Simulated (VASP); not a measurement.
# SiO2 in VASP: further runs, part 2 of 2

VASP 6.6.1. The steps go on from the part before.

### Step 4. Single point, PBE

Input file INCAR:

```
PREC = Accurate
ENCUT = 520
EDIFF = 1E-6
ISMEAR = -1
SIGMA = 0.05
LREAL = Auto
LASPH = True
NELM = 100
ALGO = Normal
ISIF = 2
LWAVE = False
LCHARG = True
GGA = PE
LELF = True
LVHAR = True
ISYM = 0
NBANDS = 72
```

Input file KPOINTS:

```
Automatic mesh
0
Gamma
  1 1 1
  0.25 0.25 0.25
```

Input file POSCAR:

```
SiO2
1.0
    6.6428910000     -0.3072380000     -0.0953950000
   -0.3072380000      7.1979710000     -0.1658230000
   -0.0953950000     -0.1658230000      6.9363230000
Si O
7 14
Direct
    0.6522759524      0.2902889807      0.2702683330
    0.2980812248      0.4451003851      0.0145744856
    0.7828122915      0.7120768545      0.3561681166
    0.0833069066      0.1619666091      0.6890654964
    0.6396196336      0.0514112041      0.6229889633
    0.0754139317      0.1491135118      0.2364190021
    0.3048727879      0.9029794961      0.9181097980
    0.1091919200      0.9439594779      0.7718412992
    0.2218199611      0.3251410812      0.8083351056
    0.9223459969      0.8159069093      0.2139662942
    0.3176963326      0.6752004605     -0.0336928647
    0.2523459299      1.0212818449      0.1321339216
    0.5429896558      0.1756938472      0.4431602420
    0.8399925314      0.1841069221      0.7007933814
    0.1387093265      0.1557790322      0.4659436884
    0.5098958253      0.3682642738      0.0908811771
    0.1321871437      0.3725479208      0.1637602526
    0.6721070112      0.8374770716      0.5310533562
    0.8308187335      0.1611055395      0.1911792396
    0.5122829200      0.0030372143      0.8236432861
    0.7366121689      0.4917490232      0.3705997279
```

Potentials or basis: VASP PAW PBE potentials, release 64 (Si, O).

Command:

```sh
> cat potpaw_PBE.64/Si/POTCAR potpaw_PBE.64/O/POTCAR > POTCAR
> mpirun -np 1 vasp_std > vasp.out
```

OUTCAR:

```text
PREC = Accurate
   ENCUT = 520
   EDIFF = 1E-6
   ISMEAR = -1
   LREAL = Auto
   LASPH = True
   NELM = 100
   ISIF = 2
   GGA = PE
   ISYM = 0

 ion  position               nearest neighbor table
   1  0.652  0.290  0.270-  21 1.63  13 1.64  19 1.66  16 1.69   5 3.06   6 3.09   3 3.11
   2  0.298  0.445  0.015-  17 1.60  16 1.64   9 1.68  11 1.70   6 3.00
   3  0.783  0.712  0.356-  10 1.55  21 1.60  18 1.70   1 3.11
   4  0.083  0.162  0.689-  15 1.60   9 1.61  14 1.64   8 1.72   7 2.97   5 3.00   6 3.14
   5  0.640  0.051  0.623-  14 1.63  18 1.68  20 1.68  13 1.71   4 3.00   1 3.06
   6  0.075  0.149  0.236-  15 1.63  19 1.66  12 1.71  17 1.72  10 2.52   2 3.00   1 3.09   4 3.14

   7  0.305  0.903  0.918-  20 1.66   8 1.68  11 1.70  12 1.74   4 2.97
   8  0.109  0.944  0.772-   7 1.68   4 1.72
   9  0.222  0.325  0.808-   4 1.61   2 1.68
  10  0.922  0.816  0.214-   3 1.55   6 2.52
  11  0.318  0.675  0.966-   7 1.70   2 1.70
  12  0.252  0.021  0.132-   6 1.71   7 1.74
  13  0.543  0.176  0.443-   1 1.64   5 1.71
  14  0.840  0.184  0.701-   5 1.63   4 1.64
  15  0.139  0.156  0.466-   4 1.60   6 1.63
  16  0.510  0.368  0.091-   2 1.64   1 1.69
  17  0.132  0.373  0.164-   2 1.60   6 1.72
  18  0.672  0.837  0.531-   5 1.68   3 1.70
  19  0.831  0.161  0.191-   6 1.66   1 1.66
  20  0.512  0.003  0.824-   7 1.66   5 1.68
  21  0.737  0.492  0.371-   3 1.60   1 1.63

IMPORTANT INFORMATION: All symmetrisations will be switched off!
NOSYMM: (Re-)initialisation of all symmetry stuff for point group C_1.

----------------------------------------------------------------------------------------

                                     Primitive cell

  volume of cell :     330.7500

  direct lattice vectors                    reciprocal lattice vectors
     6.642891000 -0.307238000 -0.095395000     0.150869108  0.006491068  0.002230076
    -0.307238000  7.197971000 -0.165823000     0.006491068  0.139283871  0.003419057
    -0.095395000 -0.165823000  6.936323000     0.002230076  0.003419057  0.144281011

  length of vectors
     6.650676374  7.206433166  6.938960602     0.151025147  0.139476953  0.144338745

  position of ions in fractional coordinates (direct lattice)
     0.652275952  0.290288981  0.270268333
     0.298081225  0.445100385  0.014574486
     0.782812292  0.712076854  0.356168117
     0.083306907  0.161966609  0.689065496
     0.639619634  0.051411204  0.622988963
     0.075413932  0.149113512  0.236419002
[... 13 lines left out ...]
     0.512282920  0.003037214  0.823643286
     0.736612169  0.491749023  0.370599728

  ion indices of the primitive-cell ions
   primitive index   ion index
                 1           1
                 2           2
                 3           3
                 4           4
                 5           5
                 6           6
[... 13 lines left out ...]
                20          20
                21          21

----------------------------------------------------------------------------------------

 KPOINTS: Automatic mesh

Automatic generation of k-mesh.
 Grid dimensions read from file:
 generate k-points for:    1    1    1

 Generating k-lattice:

  Cartesian coordinates                     Fractional coordinates (reciprocal lattice)
     0.150869108  0.006491068  0.002230076     1.000000000  0.000000000  0.000000000
     0.006491068  0.139283871  0.003419057     0.000000000  1.000000000  0.000000000
     0.002230076  0.003419057  0.144281011     0.000000000 -0.000000000  1.000000000

  Length of vectors
     0.151025147  0.139476953  0.144338745

  Shift w.r.t. Gamma in fractional coordinates (k-lattice)
     0.250000000  0.250000000  0.250000000

 Subroutine IBZKPT returns following result:
 ===========================================

 Found      1 irreducible k-points:

 Following reciprocal coordinates:
            Coordinates               Weight
  0.250000  0.250000  0.250000      2.000000
   k-points           NKPTS =      1   k-points in BZ     NKDIM =      1   number of bands    NBANDS=     72
   number of dos      NEDOS =    301   number of ions     NIONS =     21
   total plane-waves  NPLWV = 145800
   dimension x,y,z NGX =    50 NGY =   54 NGZ =   54
   dimension x,y,z NGXF=   100 NGYF=  108 NGZF=  108
   ions per type =               7  14
   NGX,Y,Z   is equivalent  to a cutoff of  12.50, 12.46, 12.94 a.u.
   NGXF,Y,Z  is equivalent  to a cutoff of  25.00, 24.91, 25.88 a.u.
 SYSTEM =  unknown system
   PREC   = accura    normal or accurate (medium, high low for compatibility)
   ISTART =      0    job   : 0-new  1-cont  2-samecut
   ICHARG =      2    charge: 1-file 2-atom 10-const
   ISPIN  =      1    spin polarized calculation?
   LNONCOLLINEAR =      F non collinear calculations
   LSORBIT =      F    spin-orbit coupling
   LASPH  =      T    aspherical Exc in radial PAW
   ENCUT  =  520.0 eV  38.22 Ry    6.18 a.u.  12.37 13.40 12.90*2*pi/ulx,y,z
   NELM   =    100;   NELMIN=  2; NELMDL= -5     # of ELM steps
   EDIFF  = 0.1E-05   stopping-criterion for ELM
   LREAL  =      T    real-space projection
   EDIFFG = 0.1E-04   stopping-criterion for IOM
   NSW    =      0    number of steps for IOM
   IBRION =     -1    ionic relax: 0-MD 1-quasi-New 2-CG
   NFREE  =      0    steps in history (QN), initial steepest desc. (CG)
   ISIF   =      2    stress and relaxation
   ISYM   =      0    0-nonsym 1-usesym 2-fastsym
   POTIM  = 0.5000    time-step for ionic-motion
   TEBEG  =    0.0;   TEEND  =   0.0 temperature during run
   PSTRESS=    0.0 pullay stress
   NELECT =     112.0000    total number of electrons
   NUPDOWN=      -1.0000    fix difference up-down
   EMIN   =  10.00;   EMAX   =-10.00  energy-range for DOS
   EFERMI =   0.00;   METHOD = LEGACY
   ISMEAR =    -1;   SIGMA  =   0.05  broadening in eV -4-tet -1-fermi 0-gaus
   EFERMI_NEDOS =   21; number of points for ismear=-14 and -15
   IALGO  =     38    algorithm
   IMIX   =      4    mixing-type and parameters
     AMIX     =   0.40;   BMIX     =  1.00
     AMIX_MAG =   1.60;   BMIX_MAG =  1.00
  volume/ion in A,a.u.               =      15.75       106.29
  Fermi-wavevector in a.u.,A,eV,Ry     =   1.141075  2.156319 17.715498  1.302052
  Thomas-Fermi vector in A             =   2.277776
   LORBIT       =      0    0 simple, 1 ext, 2 COOP (PROOUT), +10 PAW based schemes
   GGA     = PE    functional components
   LHFCALC =     F    Hartree Fock is set to
   AEXX    =    0.0000 exact exchange contribution
   IVDW    =     0    specifies the selected vdW correction
   LEPSILON=     F    determine dielectric tensor
   LRPA    =     F    only Hartree local field effects (RPA)
 non-spin polarized calculation
  energy-cutoff  :      520.00
  volume of cell :      330.75
 maximum number of plane-waves:      8893
 NGX is ok and might be reduce to    50
   NGX = 25   NGY = 27   NGZ = 25

 number of electron     111.9999975 magnetization

 Free energy of the ion-electron system (eV)
  ---------------------------------------------------
  ext. energy  EPLUGINS =         0.00000000
  ---------------------------------------------------
  free energy    TOTEN  =      -159.96596535 eV

  energy without entropy =     -159.96596535  energy(sigma->0) =     -159.96596535

 E-fermi :   1.2509     XC(G=0):  -8.0379

 val. band max:        0.0202458891   @ k =   0.2500   0.2500   0.2500
 cond. band min:       4.3149994538   @ k =   0.2500   0.2500   0.2500
 fundamental gap:      4.2947535647
 Fermi energy:         1.2509070134

 k-point     1 :       0.2500    0.2500    0.2500
  band No.  band energies     occupation
      1     -19.5828      2.00000
      2     -19.3035      2.00000
      3     -18.8725      2.00000
      4     -18.6571      2.00000
      5     -18.3924      2.00000
      6     -18.1718      2.00000
[... 60 lines left out ...]
     67       8.6677      0.00000
     68       8.8391      0.00000
 [bands above 68 left out]

------------------------ aborting loop because EDIFF is reached ----------------------------------------

  FORCE on cell =-STRESS in cart. coord.  units (eV):
  Direction    XX          YY          ZZ          XY          YZ          ZX
  --------------------------------------------------------------------------------------
  -------------------------------------------------------------------------------------
  Total       -4.8308639    -24.5086399    -12.9620507      7.3341420      3.6028361      0.5061886
  in kB      -23.4010616   -118.7216616    -62.7891308     35.5271255     17.4524042      2.4520150
  external PRESSURE =     -68.3039513 kB  Pullay stress =       0.0000000 kB

 VOLUME and BASIS-vectors are now :
 -----------------------------------------------------------------------------
  energy-cutoff  :      520.00
  volume of cell :      330.75
      direct lattice vectors                 reciprocal lattice vectors
     6.642891000 -0.307238000 -0.095395000     0.150869108  0.006491068  0.002230076
    -0.307238000  7.197971000 -0.165823000     0.006491068  0.139283871  0.003419057
    -0.095395000 -0.165823000  6.936323000     0.002230076  0.003419057  0.144281011

 POSITION                                       TOTAL-FORCE (eV/Angst)
 -----------------------------------------------------------------------------------
      4.21803      1.84427      1.76431        -0.255985     -0.543607     -1.413669
      1.84198      3.10982     -0.00115        -0.054840      0.343082     -1.282055
      4.94738      4.82594      2.27774        -0.420297      1.628692      1.298921
      0.43790      1.02597      4.74478        -0.329790     -1.579011      0.696816
      4.17370      0.07024      4.25171        -0.638149     -0.055886     -0.179536
      0.43260      1.01094      1.60796         1.112135      0.253701     -0.894599
[... 13 lines left out ...]
      3.32353     -0.27211      5.66368        -0.312321     -0.167669     -0.880259
      4.70680      3.25183      2.41879         0.553284      1.365662      0.848577
 -----------------------------------------------------------------------------------
    total drift:                                0.003723     -0.007161      0.001911

  FREE ENERGIE OF THE ION-ELECTRON SYSTEM (eV)
  ---------------------------------------------------
  free  energy   TOTEN  =      -159.9659653500 eV

  energy  without entropy=     -159.9659653500  energy(sigma->0) =     -159.96596535
```

Run time: 42 s. Hardware: 1 thread of Intel Xeon Platinum 8559C (Emerald Rapids), shared host; peak memory 0.34 GiB.

Results:

```yaml
Free_energy: -159.9660 eV
Pressure: -6.8 GPa
Largest_force: 2.125 eV/Å
Band_gap_on_the_k_mesh: 4.29 eV
```

Forces in eV/Å, atoms in the order of the input:
```
Si  -0.256 -0.544 -1.414
Si  -0.055  0.343 -1.282
Si  -0.420  1.629  1.299
Si  -0.330 -1.579  0.697
Si  -0.638 -0.056 -0.180
Si   1.112  0.254 -0.895
Si  -1.550  0.149  1.378
O    1.000  0.790  0.010
O    0.411  0.676  0.154
O   -0.156 -0.391  0.338
O    0.111  0.009  0.009
O   -0.398 -0.028 -1.222
O    0.415 -0.962  1.243
O    0.063 -0.282  0.046
O   -0.315 -0.049 -0.835
O    0.954 -0.381  0.618
O   -0.070 -0.291  0.940
O    0.814 -0.869 -1.250
O   -0.933  0.384  0.378
O   -0.312 -0.168 -0.880
O    0.553  1.366  0.849
```

Levels at points of the mesh, in eV from the valence-band top:
| k point | band 54 | band 55 | band 56 | band 57 | band 58 | band 59 |
| --- | --- | --- | --- | --- | --- | --- |
| (0.25, 0.25, 0.25) | -0.40 | -0.35 | 0.00 | 4.29 | 5.31 | 5.64 |

Caveat: the k points lie up to 0.95 Å⁻¹ apart.

### Step 5. Single point, PBE

This run uses another cell than the first one, of 14.85 Å³/atom, 0.943 times its volume.

Input file INCAR:

```
PREC = Accurate ; ENCUT = 520
EDIFF = 1E-7 ; ISMEAR = 0
SIGMA = 0.1 ; LREAL = Auto
LASPH = T ; NELM = 80
ALGO = Normal ; ISIF = 2
LWAVE = F ; LCHARG = F
GGA = PE ; NBANDS = 72
ISYM = 0
```

Input file KPOINTS:

```
Automatic mesh
0
Gamma
  2 2 2
  0.5 0.5 0.5
```

Input file POSCAR:

```
SiO2
1.0
    6.7950507002     -0.2481877440     -0.1057695787
   -0.2733847209      6.6368491996      0.0151975002
   -0.1014101458      0.0206052026      6.9261841887
Si O
7 14
Direct
    0.6475803255      0.2918328785      0.2681893273
    0.2869920197      0.4258092783      0.0023609353
    0.8158846223      0.7350643048      0.3912862491
    0.0790231203      0.1575513504      0.6762795148
    0.6412385012      0.0569893145      0.6407463622
    0.0522015622      0.1245813085      0.2262043082
    0.2931983591      0.9006486611      0.9125614269
    0.1203720648      0.9252031658      0.7453265452
    0.2287748718      0.3259066130      0.7880472802
    0.9835512576      0.8499162472      0.2790978353
    0.3223148176      0.6686176692      0.9661302940
    0.2327501307      0.0288546537      0.0974463331
    0.5463260462      0.1807259142      0.4595654712
    0.8446565111      0.1809614903      0.7182538810
    0.1182830554      0.1780198523      0.4509422196
    0.4995322089      0.3634111776      0.0987835516
    0.1080057663      0.3663561285      0.1426610458
    0.6910349506      0.8329724324      0.5512444388
    0.8053718506      0.1450345100      0.1880378730
    0.4994309691      0.0013497282      0.8191724886
    0.7588551158      0.5043811615      0.3588549032
```

Command:

```sh
> cat potpaw_PBE.64/Si/POTCAR potpaw_PBE.64/O/POTCAR > POTCAR
> mpirun -np 1 vasp_std > vasp.out
```

Wall time 2 min (1 thread of Intel Xeon Platinum 8559C (Emerald Rapids), shared host); peak memory 0.36 GiB.

The run converged. Its results:

```
Free energy            : -161.7279 eV
Pressure               : 0.1 GPa
Largest force          : 0.113 eV/Å
Band gap on the k mesh : 4.50 eV, indirect (least direct gap 4.51 eV)
```

Forces in eV/Å, atoms in the order of the input:
```
Si  -0.027  0.046 -0.014
Si   0.068  0.052 -0.037
Si  -0.037 -0.056  0.035
Si   0.029  0.045  0.001
Si  -0.045 -0.026  0.060
Si   0.015 -0.037 -0.032
Si   0.059 -0.036  0.016
O   -0.016 -0.014 -0.024
O   -0.003 -0.002  0.016
O    0.070  0.074 -0.050
O    0.001 -0.023 -0.008
O   -0.028  0.042  0.024
O    0.001  0.005 -0.007
O    0.013  0.000 -0.007
O   -0.016  0.002 -0.011
O   -0.016  0.000 -0.006
O   -0.051 -0.013  0.022
O   -0.013  0.026  0.019
O    0.039 -0.037  0.008
O   -0.014 -0.013  0.003
O   -0.028 -0.037 -0.010
```

Stress tensor (GPa, compression positive):
```
 0.11  0.03 -0.10
 0.03  0.09 -0.06
-0.10 -0.06  0.19
```

Levels at points of the mesh, in eV from the valence-band top:
| k point | band 52 | band 53 | band 54 | band 55 | band 56 | band 57 | band 58 | band 59 | band 60 | band 61 |
| --- | --- | --- | --- | --- | --- | --- | --- | --- | --- | --- |
| (0.25, 0.25, 0.25) | -0.85 | -0.73 | -0.50 | -0.23 | -0.04 | 4.54 | 5.33 | 6.47 | 7.41 | 7.62 |
